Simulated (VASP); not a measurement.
# Zn2H (P4_2/mnm) in VASP: notebook

The runs below take Zn2H through single point, with PBE.

Program: VASP 6.6.1. These are calculated values, not measurements. Logs are shortened: lines on timing, memory, paths and dates and some standing lists are left out, and cuts for length are marked.

### Step 1. The cell of the first run

Symmetry: P4_2/mnm, No. 136, tetragonal system. The conventional cell has a = 4.357 Å, b = 4.357 Å, c = 3.899 Å, α = 90.00°, β = 90.00°, γ = 90.00°. Zn (site symmetry m2m) has 3 H at 1.78 to 2.34 Å within 2.4 Å. H (site symmetry mmm) has 6 Zn at 1.78 to 2.34 Å within 2.4 Å.

### Step 2. Single point, PBE

Input file INCAR:

```
PREC     = Accurate       # precision mode
ENCUT    = 520            # plane-wave cutoff, eV
EDIFF    = 1E-7           # SCF threshold, eV
ISMEAR   = 0              # smearing method
SIGMA    = 0.1            # smearing width, eV
LREAL    = F              # projectors in reciprocal space
LASPH    = T              # aspherical terms in the spheres
NELM     = 80             # most SCF steps
ALGO     = Normal         # electronic algorithm
ISIF     = 2              # what is computed and relaxed
LWAVE    = F              # write WAVECAR
LCHARG   = F              # write CHGCAR
GGA      = PE             # functional
NBANDS   = 34             # bands
```

Input file KPOINTS:

```
regular mesh
0
Gamma
  8 8 12
```

Input file POSCAR:

```
Zn2H
1.0
    4.3566332851      0.0000000000      0.0000000000
    0.0000000000      4.3566332851      0.0000000000
    0.0000000000      0.0000000000      3.8994006373
Zn H
4 2
Direct
    0.2893855288      0.2893855288      0.0000000000
    0.2106144712      0.7893855288      0.5000000000
    0.7106144712      0.7106144712      0.0000000000
    0.7893855288      0.2106144712      0.5000000000
    0.0000000000      0.0000000000      0.0000000000
    0.5000000000      0.5000000000      0.5000000000
```

Potentials or basis: VASP PAW PBE potentials, release 64 (Zn, H).

The run is started by

```sh
$ cat potpaw_PBE.64/Zn/POTCAR potpaw_PBE.64/H/POTCAR > POTCAR
$ mpirun -np 1 vasp_std > vasp.out
```

OUTCAR:

```text
PREC = Accurate
   ENCUT = 520
   EDIFF = 1E-7
   ISMEAR = 0
   LREAL = F
   LASPH = T
   NELM = 80
   ISIF = 2
   GGA = PE

 ion  position               nearest neighbor table
   1  0.289  0.289  0.000-   5 1.78   3 2.60   4 2.94   2 2.94   2 2.94   4 2.94   2 2.94   2 2.94
                             4 2.94   4 2.94
   2  0.211  0.789  0.500-   6 1.78   4 2.60   1 2.94   3 2.94   1 2.94   3 2.94   1 2.94   1 2.94
                             3 2.94   3 2.94
   3  0.711  0.711  0.000-   5 1.78   1 2.60   4 2.94   2 2.94   2 2.94   4 2.94   4 2.94   4 2.94
                             2 2.94   2 2.94
   4  0.789  0.211  0.500-   6 1.78   2 2.60   3 2.94   1 2.94   1 2.94   3 2.94   3 2.94   3 2.94
                             1 2.94   1 2.94
   5  0.000  0.000  0.000-   1 1.78   3 1.78
   6  0.500  0.500  0.500-   2 1.78   4 1.78

  LATTYP: Found a simple tetragonal cell.
 ALAT       =     4.3566332851
 C/A-ratio  =     0.8950490854

  Lattice vectors:

 A1 = (   4.3566332851,   0.0000000000,   0.0000000000)
 A2 = (   0.0000000000,   4.3566332851,   0.0000000000)
 A3 = (   0.0000000000,   0.0000000000,   3.8994006373)

Analysis of symmetry for initial positions (statically):
=====================================================================
 Subroutine PRICEL returns:
 Original cell was already a primitive cell.

 Routine SETGRP: Setting up the symmetry group for a
 simple tetragonal supercell.

 Subroutine GETGRP returns: Found 16 space group operations
 (whereof  8 operations were pure point group operations)
 out of a pool of 16 trial point group operations.

The static configuration has the point symmetry D_2h.
 The point group associated with its full space group is D_4h.

Analysis of symmetry for dynamics (positions and initial velocities):
=====================================================================
 Subroutine PRICEL returns:
 Original cell was already a primitive cell.

 Routine SETGRP: Setting up the symmetry group for a
 simple tetragonal supercell.

 Subroutine GETGRP returns: Found 16 space group operations
 (whereof  8 operations were pure point group operations)
 out of a pool of 16 trial point group operations.

The dynamic configuration has the point symmetry D_2h.
 The point group associated with its full space group is D_4h.

 Subroutine INISYM returns: Found 16 space group operations
 (whereof  8 operations are pure point group operations),
 and found     1 'primitive' translations

----------------------------------------------------------------------------------------

                                     Primitive cell

  volume of cell :      74.0116

  direct lattice vectors                    reciprocal lattice vectors
     4.356633285  0.000000000  0.000000000     0.229535041  0.000000000  0.000000000
     0.000000000  4.356633285  0.000000000     0.000000000  0.229535041  0.000000000
     0.000000000  0.000000000  3.899400637     0.000000000  0.000000000  0.256449668

  length of vectors
     4.356633285  4.356633285  3.899400637     0.229535041  0.229535041  0.256449668

  position of ions in fractional coordinates (direct lattice)
     0.289385529  0.289385529  0.000000000
     0.210614471  0.789385529  0.500000000
     0.710614471  0.710614471  0.000000000
     0.789385529  0.210614471  0.500000000
     0.000000000  0.000000000  0.000000000
     0.500000000  0.500000000  0.500000000

  ion indices of the primitive-cell ions
   primitive index   ion index
                 1           1
                 2           2
                 3           3
                 4           4
                 5           5
                 6           6

----------------------------------------------------------------------------------------

 KPOINTS: regular mesh

Automatic generation of k-mesh.
 Grid dimensions read from file:
 generate k-points for:    8    8   12

 Generating k-lattice:

  Cartesian coordinates                     Fractional coordinates (reciprocal lattice)
     0.028691880  0.000000000  0.000000000     0.125000000  0.000000000  0.000000000
     0.000000000  0.028691880  0.000000000     0.000000000  0.125000000  0.000000000
     0.000000000  0.000000000  0.021370806     0.000000000  0.000000000  0.083333333

  Length of vectors
     0.028691880  0.028691880  0.021370806

  Shift w.r.t. Gamma in fractional coordinates (k-lattice)
     0.000000000  0.000000000  0.000000000

 Subroutine IBZKPT returns following result:
 ===========================================

 Found    105 irreducible k-points:

 Following reciprocal coordinates:
            Coordinates               Weight
  0.000000  0.000000  0.000000      1.000000
  0.125000  0.000000  0.000000      4.000000
  0.250000  0.000000  0.000000      4.000000
  0.375000  0.000000  0.000000      4.000000
  0.500000  0.000000  0.000000      2.000000
  0.125000  0.125000  0.000000      4.000000
[... 16 lines left out ...]
  0.375000  0.125000  0.083333     16.000000
  0.500000  0.125000  0.083333      8.000000
 [... further k-points ...]
   k-points           NKPTS =    105   k-points in BZ     NKDIM =    105   number of bands    NBANDS=     34
   number of dos      NEDOS =    301   number of ions     NIONS =      6
   total plane-waves  NPLWV =  30720
   dimension x,y,z NGX =    32 NGY =   32 NGZ =   30
   dimension x,y,z NGXF=    64 NGYF=   64 NGZF=   60
   ions per type =               4   2
   NGX,Y,Z   is equivalent  to a cutoff of  12.21, 12.21, 12.79 a.u.
   NGXF,Y,Z  is equivalent  to a cutoff of  24.42, 24.42, 25.58 a.u.
 SYSTEM =  unknown system
   PREC   = accura    normal or accurate (medium, high low for compatibility)
   ISTART =      0    job   : 0-new  1-cont  2-samecut
   ICHARG =      2    charge: 1-file 2-atom 10-const
   ISPIN  =      1    spin polarized calculation?
   LNONCOLLINEAR =      F non collinear calculations
   LSORBIT =      F    spin-orbit coupling
   LASPH  =      T    aspherical Exc in radial PAW
   ENCUT  =  520.0 eV  38.22 Ry    6.18 a.u.   8.10  8.10  7.25*2*pi/ulx,y,z
   NELM   =     80;   NELMIN=  2; NELMDL= -5     # of ELM steps
   EDIFF  = 0.1E-06   stopping-criterion for ELM
   LREAL  =      F    real-space projection
   EDIFFG = 0.1E-05   stopping-criterion for IOM
   NSW    =      0    number of steps for IOM
   IBRION =     -1    ionic relax: 0-MD 1-quasi-New 2-CG
   NFREE  =      0    steps in history (QN), initial steepest desc. (CG)
   ISIF   =      2    stress and relaxation
   ISYM   =      2    0-nonsym 1-usesym 2-fastsym
   POTIM  = 0.5000    time-step for ionic-motion
   TEBEG  =    0.0;   TEEND  =   0.0 temperature during run
   PSTRESS=    0.0 pullay stress
   NELECT =      50.0000    total number of electrons
   NUPDOWN=      -1.0000    fix difference up-down
   EMIN   =  10.00;   EMAX   =-10.00  energy-range for DOS
   EFERMI =   0.00;   METHOD = LEGACY
   ISMEAR =     0;   SIGMA  =   0.10  broadening in eV -4-tet -1-fermi 0-gaus
   EFERMI_NEDOS =   21; number of points for ismear=-14 and -15
   IALGO  =     38    algorithm
   IMIX   =      4    mixing-type and parameters
     AMIX     =   0.40;   BMIX     =  1.00
     AMIX_MAG =   1.60;   BMIX_MAG =  1.00
  volume/ion in A,a.u.               =      12.34        83.24
  Fermi-wavevector in a.u.,A,eV,Ry     =   1.436475  2.714545 28.075101  2.063462
  Thomas-Fermi vector in A             =   2.555660
   LORBIT       =      0    0 simple, 1 ext, 2 COOP (PROOUT), +10 PAW based schemes
   GGA     = PE    functional components
   LHFCALC =     F    Hartree Fock is set to
   AEXX    =    0.0000 exact exchange contribution
   IVDW    =     0    specifies the selected vdW correction
   LEPSILON=     F    determine dielectric tensor
   LRPA    =     F    only Hartree local field effects (RPA)
 non-spin polarized calculation
 Gauss-broadening in eV      SIGMA  =   0.10
  energy-cutoff  :      520.00
  volume of cell :       74.01
 maximum number of plane-waves:      2016
   NGX = 17   NGY = 17   NGZ = 15

 number of electron      49.9999925 magnetization

 Free energy of the ion-electron system (eV)
  ---------------------------------------------------
  ext. energy  EPLUGINS =         0.00000000
  ---------------------------------------------------
  free energy    TOTEN  =        -8.86161436 eV

  energy without entropy =       -8.85537597  energy(sigma->0) =       -8.85849516

 E-fermi :   2.3820     XC(G=0): -10.9346

 val. band max:        2.3707479795   @ k =   0.3750   0.0000   0.3333
 cond. band min:       2.3891310551   @ k =   0.5000   0.2500   0.5000
 fundamental gap:      0.0183830756
 Fermi energy:         2.3819814825

 k-point     1 :       0.0000    0.0000    0.0000
  band No.  band energies     occupation
      1      -8.2447      2.00000
      2      -5.9865      2.00000
      3      -5.5304      2.00000
      4      -5.5169      2.00000
      5      -5.4976      2.00000
      6      -5.4976      2.00000
[... 26 lines left out ...]
     33      10.1199      0.00000
     34      10.9179      0.00000

 k-point     2 :       0.1250    0.0000    0.0000
  band No.  band energies     occupation
      1      -8.1309      2.00000
      2      -5.9713      2.00000
      3      -5.5280      2.00000
      4      -5.5108      2.00000
      5      -5.4795      2.00000
      6      -5.4338      2.00000
[... 26 lines left out ...]
     33      10.4256      0.00000
     34      11.2586      0.00000

 k-point     3 :       0.2500    0.0000    0.0000
  band No.  band energies     occupation
      1      -7.7974      2.00000
      2      -5.9638      2.00000
      3      -5.4847      2.00000
      4      -5.4580      2.00000
      5      -5.4288      2.00000
      6      -5.3360      2.00000
[... 26 lines left out ...]
     33      10.7082      0.00000
     34      12.5960      0.00000

 k-point     4 :       0.3750    0.0000    0.0000
  band No.  band energies     occupation
      1      -7.2741      2.00000
      2      -6.1339      2.00000
      3      -5.3867      2.00000
      4      -5.3815      2.00000
      5      -5.3595      2.00000
      6      -5.2698      2.00000
[... 26 lines left out ...]
     33      11.4124      0.00000
     34      11.6540      0.00000

 k-point     5 :       0.5000    0.0000    0.0000
  band No.  band energies     occupation
      1      -6.6463      2.00000
      2      -6.6463      2.00000
      3      -5.3071      2.00000
      4      -5.3071      2.00000
      5      -5.3042      2.00000
      6      -5.3042      2.00000
[... 621 lines left out ...]
 k-point    22 :       0.2500    0.1250    0.0833
  band No.  band energies     occupation
      1      -7.6402      2.00000
      2      -5.9679      2.00000
      3      -5.4493      2.00000
      4      -5.4423      2.00000
      5      -5.3769      2.00000
      6      -5.3070      2.00000
[... 26 lines left out ...]
     33      10.6927      0.00000
     34      11.4919      0.00000

 k-point    23 :       0.3750    0.1250    0.0833
  band No.  band energies     occupation
      1      -7.1476      2.00000
      2      -6.1321      2.00000
      3      -5.3741      2.00000
      4      -5.3406      2.00000
      5      -5.3124      2.00000
      6      -5.2548      2.00000
[... 26 lines left out ...]
     33      10.3400      0.00000
     34      11.0177      0.00000

 k-point    24 :       0.5000    0.1250    0.0833
  band No.  band energies     occupation
      1      -6.5789      2.00000
      2      -6.5789      2.00000
      3      -5.3006      2.00000
      4      -5.3006      2.00000
      5      -5.2619      2.00000
      6      -5.2619      2.00000
[... 26 lines left out ...]
     33      11.2585      0.00000
     34      11.2585      0.00000

 [... further k-points ...]
[... 5 lines left out ...]
  --------------------------------------------------------------------------------------
  -------------------------------------------------------------------------------------
  Total        0.1100242      0.1100242      0.0651088      0.0000000      0.0000000      0.0000000
  in kB        2.3817658      2.3817658      1.4094521      0.0000000      0.0000000      0.0000000
  external PRESSURE =       2.0576612 kB  Pullay stress =       0.0000000 kB

 VOLUME and BASIS-vectors are now :
 -----------------------------------------------------------------------------
  energy-cutoff  :      520.00
  volume of cell :       74.01
      direct lattice vectors                 reciprocal lattice vectors
     4.356633285  0.000000000  0.000000000     0.229535041  0.000000000  0.000000000
     0.000000000  4.356633285  0.000000000     0.000000000  0.229535041  0.000000000
     0.000000000  0.000000000  3.899400637     0.000000000  0.000000000  0.256449668

 POSITION                                       TOTAL-FORCE (eV/Angst)
 -----------------------------------------------------------------------------------
      1.26075      1.26075      0.00000        -0.004550     -0.004550     -0.000000
      0.91757      3.43906      1.94970         0.004550     -0.004550     -0.000000
      3.09589      3.09589      0.00000         0.004550      0.004550      0.000000
      3.43906      0.91757      1.94970        -0.004550      0.004550      0.000000
      0.00000      0.00000      0.00000         0.000000     -0.000000     -0.000000
      2.17832      2.17832      1.94970         0.000000     -0.000000     -0.000000
 -----------------------------------------------------------------------------------
    total drift:                                0.000000     -0.000000      0.000000

  FREE ENERGIE OF THE ION-ELECTRON SYSTEM (eV)
  ---------------------------------------------------
  free  energy   TOTEN  =        -8.8616143552 eV

  energy  without entropy=       -8.8553759745  energy(sigma->0) =       -8.85849516
```

Run time: 2.8 min. Hardware: 1 thread of Intel Xeon 6975P-C, shared host; peak memory 0.32 GiB.

What came out:

```
Free energy            : -8.8616 eV
Pressure               : 0.2 GPa
Largest force          : 0.006 eV/Å
Band gap on the k mesh : zero (band 25 reaches 4.29 eV, above the bottom of band 26 at -0.19 eV)
```

Forces on the atoms (eV/Å):
```
Zn  -0.005 -0.005  0.000
Zn   0.005 -0.005  0.000
Zn   0.005  0.005  0.000
Zn  -0.005  0.005  0.000
H    0.000  0.000  0.000
H    0.000  0.000  0.000
```

Stress tensor (GPa, compression positive):
```
0.24 0.00 0.00
0.00 0.24 0.00
0.00 0.00 0.14
```

### Step 3. Single point, PBE

This run uses another cell than the first one, of 14.09 Å³/atom, 1.143 times its volume.

Input file INCAR:

```
PREC = Accurate
ENCUT = 520
EDIFF = 1E-7
ISMEAR = 0
SIGMA = 0.1
LREAL = False
LASPH = True
NELM = 60
ALGO = Normal
ISIF = 2
LWAVE = False
LCHARG = False
GGA = PE
NBANDS = 34
```

Input file KPOINTS:

```
Automatic mesh
0
Gamma
  10 10 10
```

Input file POSCAR:

```
Zn2H
1.0
    4.1207668347      0.0000000000      0.0000000000
    0.0000000000      4.1207668347      0.0000000000
    0.0000000000      0.0000000000      4.9798143335
Zn H
4 2
Direct
    0.2886192476      0.2886192476      0.0000000000
    0.2113807524      0.7886192476      0.5000000000
    0.7113807524      0.7113807524      0.0000000000
    0.7886192476      0.2113807524      0.5000000000
    0.0000000000      0.0000000000      0.0000000000
    0.5000000000      0.5000000000      0.5000000000
```

Potentials or basis: VASP PAW PBE potentials, release 64 (Zn, H).

The run is started by

```sh
$ cat potpaw_PBE.64/Zn/POTCAR potpaw_PBE.64/H/POTCAR > POTCAR
$ mpirun -np 1 vasp_std > vasp.out
```

Run time: 4.8 min. Hardware: 1 thread of Intel Xeon 6975P-C, shared host; peak memory 0.39 GiB.

Results (log left out):

```yaml
Free_energy: -8.9050 eV
Pressure: 0.2 GPa
Largest_force: 0.009 eV/Å
Band_gap_on_the_k_mesh: zero (band 25 reaches 3.71 eV, above the bottom of band 26 at -0.94 eV)
```

Forces in eV/Å, atoms in the order of the input:
```
Zn   0.006  0.006  0.000
Zn  -0.006  0.006  0.000
Zn  -0.006 -0.006  0.000
Zn   0.006 -0.006  0.000
H    0.000  0.000  0.000
H    0.000  0.000  0.000
```

Stress tensor (GPa, compression positive):
```
 0.25  0.00  0.00
 0.00  0.25  0.00
 0.00  0.00 -0.01
```

Levels at points of the mesh, in eV from the Fermi level:
| k point | band 23 | band 24 | band 25 | band 26 | band 27 | band 28 |
| --- | --- | --- | --- | --- | --- | --- |
| (0.00, 0.00, 0.00) | -1.71 | -1.62 | 0.37 | 0.76 | 1.46 | 1.46 |
| (0.50, 0.00, 0.00) | -1.91 | -1.91 | 0.99 | 0.99 | 2.05 | 2.05 |
| (0.50, 0.50, 0.00) | -3.41 | -3.41 | -0.46 | -0.46 | 2.23 | 2.23 |
| (0.00, 0.00, 0.50) | -1.36 | -1.36 | 1.99 | 1.99 | 2.49 | 2.49 |
| (0.50, 0.00, 0.50) | -4.38 | -4.38 | 2.33 | 2.33 | 3.83 | 3.83 |
| (0.50, 0.50, 0.50) | -2.50 | -2.50 | -1.91 | -1.91 | -1.71 | -1.71 |
